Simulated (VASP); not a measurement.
Wanted: the native input for a VASP 6.6.1 run.

```yaml
Task: single point
Functional: PBE
Potentials_or_basis: VASP PAW PBE potentials, release 64 (Zr_sv, C)
Cutoff: 520 eV
k_mesh: 4 × 5 × 1
Occupations: gaussian, width 0.1 eV
Spin: no spin polarisation
Dipole_correction: yes
Further_INCAR_settings: ALGO = Normal; EDIFF = 1e-07; NBANDS = 60
```

The structure of Zr8C lies in POSCAR:

```
Zr8C
1.0
    6.4655797184      0.0000000000      0.0000000000
    0.0000000000      5.1691196971      0.0000000000
    0.0000000000      0.0000000000     18.9770873264
Zr C
8 1
Direct
    0.0000000000      0.7500000000      0.2107805024
    0.5000000000      0.7500000000      0.2107805024
    0.2500000000      0.2500000000      0.2599569661
    0.7500000000      0.2500000000      0.2599569661
    0.2500000000      0.7500000000      0.3477072663
    0.7500000000      0.7500000000      0.3477072663
    0.0000000000      0.2500000000      0.3940060557
    0.5000000000      0.2500000000      0.3940060557
    0.0000000000      0.7500000000      0.4168469526
```

One way to write it, as run:

INCAR

```
PREC     = Accurate       # precision mode
ENCUT    = 520            # plane-wave cutoff, eV
EDIFF    = 1E-7           # SCF threshold, eV
ISMEAR   = 0              # smearing method
SIGMA    = 0.1            # smearing width, eV
LREAL    = False          # projectors in reciprocal space
LASPH    = True           # aspherical terms in the spheres
NELM     = 80             # most SCF steps
ALGO     = Normal         # electronic algorithm
ISIF     = 2              # what is computed and relaxed
LWAVE    = False          # write WAVECAR
LCHARG   = True           # write CHGCAR
LDIPOL   = True         
IDIPOL   = 3            
DIPOL    = 0.5 0.5 0.316
GGA      = PE             # functional
LELF     = True           # ELF
LVHAR    = True         
LVACPOTAV= True         
NBANDS   = 60             # bands
```

KPOINTS

```
regular mesh
0
Gamma
  4 5 1
```

Potentials or basis: VASP PAW PBE potentials, release 64 (Zr_sv, C).

Command:

```sh
$ cat potpaw_PBE.64/Zr_sv/POTCAR potpaw_PBE.64/C/POTCAR > POTCAR
$ mpirun -np 1 vasp_std > vasp.out
```

It gave:

The largest force is 0.845 eV/Å and the band gap on the k mesh is zero (bands 50 and 51 overlap by 0.51 eV).

It took 24 min on 1 thread of Intel Xeon 8259CL, with other jobs on the host, peak memory 0.71 GiB.
